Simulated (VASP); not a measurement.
Here is a VASP 6.6.1 calculation.

POSCAR

```
InP
1.0
    0.0000000000      2.9305000000      2.9305000000
    2.9305000000      0.0000000000      2.9305000000
    2.9305000000      2.9305000000      0.0000000000
In P
1 1
Direct
    0.0000000000      0.0000000000      0.0000000000
    0.2500000000      0.2500000000      0.2500000000
```

File INCAR.step1:

```
PREC = Accurate
ENCUT = 520
ISMEAR = 0
SIGMA = 0.01
LREAL = False
LASPH = True
NELM = 80
NBANDS = 16
ISYM = 0
GGA = PE
ALGO = Normal
EDIFF = 1E-4
LWAVE = True
LCHARG = False
```

The input INCAR.step2:

```
PREC = Accurate
ENCUT = 520
EDIFF = 1E-6
ISMEAR = 0
SIGMA = 0.01
LREAL = False
LASPH = True
NELM = 80
ALGO = Normal
ISIF = 2
LWAVE = False
LCHARG = False
METAGGA = R2SCAN
LMIXTAU = True
NBANDS = 16
ISYM = 0
ISTART = 1
```

Contents of KPOINTS:

```
Automatic mesh
0
Gamma
  5 5 5
  0.5 0.5 0.5
```

Potentials or basis: VASP PAW PBE potentials, release 64 (In_d, P).

Command:

```sh
$ cat potpaw_PBE.64/In_d/POTCAR potpaw_PBE.64/P/POTCAR > POTCAR
$ cp INCAR.step1 INCAR
$ mpirun -np 1 vasp_std > vasp.out
$ cp INCAR.step2 INCAR
$ mpirun -np 1 vasp_std > vasp.out
```

Problem. Estimate the pressure.

Solution. 1.6 GPa.

Problem. Estimate the band gap on the k mesh.

Solution. 1.99 eV (least direct gap 2.02 eV).

Caveat: the PAW data sets were made with another functional, which shifts forces and pressure a little; spin-orbit coupling is left out, which moves the levels of the heavy elements; a shifted mesh leaves out Γ, where band edges can lie. A k mesh can miss the band edges.
